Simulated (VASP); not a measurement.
Set up this calculation in VASP 6.6.1, as the native input.

| Property | Result |
| --- | --- |
| Task | single point |
| Functional | LDA |
| Potentials or basis | VASP PAW LDA potentials, release 64 (Ni, Pt) |
| Cutoff | 520 eV |
| k mesh | 11 × 11 × 8 |
| Occupations | fermi-dirac, width 0.1 eV |
| Spin | non-collinear spin, typed start |
| Starting moments | [[0.0, 0.0, 0.4], [0.0, 0.0, 0.2]] μB |
| Dipole correction | no |
| Further INCAR settings | ALGO = Normal; EDIFF = 1e-07; NBANDS = 32 |

The structure of NiPt lies in POSCAR:

```
NiPt
1.0
    2.7099397941      0.0000000000      0.0000000000
    0.0000000000      2.7099397941      0.0000000000
    0.0000000000      0.0000000000      3.5783200000
Ni Pt
1 1
Direct
    0.5000000000      0.5000000000      0.5000000000
    0.0000000000      0.0000000000      0.0000000000
```

The input as run:

INCAR

```
ALGO = Normal
EDIFF = 1E-7
ENCUT = 520
GGA = CA
ISIF = 2
ISMEAR = -1
LASPH = True
LCHARG = False
LMAXMIX = 4
LNONCOLLINEAR = True
LORBIT = 11
LREAL = False
LWAVE = False
MAGMOM = 0 0 0.4 0 0 0.2
NBANDS = 32
NELM = 150
PREC = Accurate
SIGMA = 0.1
```

KPOINTS

```
k-points
0
Gamma
  11 11 8
```

Potentials or basis: VASP PAW LDA potentials, release 64 (Ni, Pt).

Command:

```console
$ cat potpaw_LDA.64/Ni/POTCAR potpaw_LDA.64/Pt/POTCAR > POTCAR
$ mpirun -np 1 vasp_ncl > vasp.out
```

Results of the run:

```json
{
  "Pressure": "-12.4 GPa",
  "Band gap on the k mesh": "zero (band 20 reaches 10.73 eV, above the bottom of band 21 at 9.13 eV)",
  "Net moment": "0.35 μB per cell",
  "Valence electrons inside the program's atomic spheres": "Ni 9.24; Pt 9.37"
}
```

Caveat: spin-orbit coupling is left out, which moves the levels of the heavy elements.

Run time: 3 min on 1 thread of AMD EPYC 9R45 96-Core Processor (Zen 5), on a shared host, peak memory 0.28 GiB.
